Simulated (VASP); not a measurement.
Wanted: the native input for a VASP 6.6.1 run.

| Quantity | Value |
| --- | --- |
| Task | single point |
| Functional | PBE |
| Potentials or basis | VASP PAW PBE potentials, release 64 (Ba_sv, Hf_pv, H) |
| Cutoff | 520 eV |
| k mesh | 4 × 4 × 2 |
| Occupations | gaussian, width 0.1 eV |
| Spin | no spin polarisation |
| Dipole correction | no |
| Further INCAR settings | ALGO = Normal; EDIFF = 1e-06; NBANDS = 30 |

The structure of BaHf3H2 lies in POSCAR:

```
BaHf3H2
1.0
    4.7934918100      0.0000000000      0.0000000000
    0.0000000000      4.7934918100      0.0000000000
    0.0000000000      0.0000000000      7.6713852300
Ba Hf H
1 3 2
Direct
    0.5000000000      0.5000000000      0.0000000000
    0.0000000000      0.0000000000      0.0000000000
    0.5000000000      0.5000000000      0.5000000000
    0.0000000000      0.0000000000      0.5000000000
    0.5000000000      0.0000000000      0.5000000000
    0.0000000000      0.5000000000      0.5000000000
```

The cell was generated, and may not be a known phase.

These files were run (other wordings do the same):

INCAR

```
  PREC = Accurate
  ENCUT = 520
  EDIFF = 1E-6
  ISMEAR = 0
  SIGMA = 0.1
  LREAL = F
  LASPH = T
  NELM = 80
  ALGO = Normal
  ISIF = 2
  LWAVE = F
  LCHARG = F
  GGA = PE
  NBANDS = 30
```

KPOINTS

```
regular mesh
0
Gamma
  4 4 2
```

Potentials or basis: VASP PAW PBE potentials, release 64 (Ba_sv, Hf_pv, H).

Command:

```console
$ cat potpaw_PBE.64/Ba_sv/POTCAR potpaw_PBE.64/Hf_pv/POTCAR potpaw_PBE.64/H/POTCAR > POTCAR
$ mpirun -np 1 vasp_std > vasp.out
```

It gave:

```json
{
  "Pressure": "-9.4 GPa",
  "Band gap on the k mesh": "zero (bands 21 and 22 overlap by 0.60 eV)"
}
```

Caveat: the k points lie up to 0.41 Å⁻¹ apart, too coarse for converged energies and pressures of a metal; spin-orbit coupling is left out, which moves the levels of the heavy elements.

Wall time 35 s on 1 thread of Intel(R) Xeon(R) 6975P-C (Granite Rapids), on a shared host, peak memory 0.29 GiB.
